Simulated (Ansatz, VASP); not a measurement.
MnNb3 in VASP and in Ansatz

```
Mn Nb
1.0
     4.10430    0.00000    0.00000
     0.00000    4.10430    0.00000
     0.00000    0.00000    4.10430
Mn Nb
1 3
Cartesian
  0.0000 0.0000 0.0000
  0.0000 2.0522 2.0522
  2.0522 2.0522 0.0000
  2.0522 0.0000 2.0522
```

Alike in both runs: task single point; functional PBEsol; k mesh 8 × 8 × 8; occupations gaussian, width 0.05 eV; collinear spin.

```csv
,VASP,Ansatz
version,VASP 6.6.1,Ansatz 0.2.0
potentials or method,"VASP PAW PBE potentials, release 64 (Mn_pv, Nb_sv), cutoff 520 eV","scalar-relativistic, plane waves, PAW"
valence electrons in the cell,52,54
```

```csv
,VASP,Ansatz,Ansatz less VASP
gap on the k mesh at the Fermi level (eV),none,none,-
pressure (GPa),-5.8,-5.5,+0.29
net moment per atom (μB),0.76,0.76,-0.003
size of the moment on the site where the two differ most (μB),3.12,3.18,+0.058
```

VASP's potentials were made for PBE, not for PBEsol. Site moments also hang on the region over which each program counts them. A gap of «none» marks a metal or a gap that the smearing closes. With one functional, cell and mesh, what is left measures potentials, basis and numerics. VASP's potentials hold 52 valence electrons a cell and Ansatz's 54, so a difference there can come from the potentials and not from the codes.
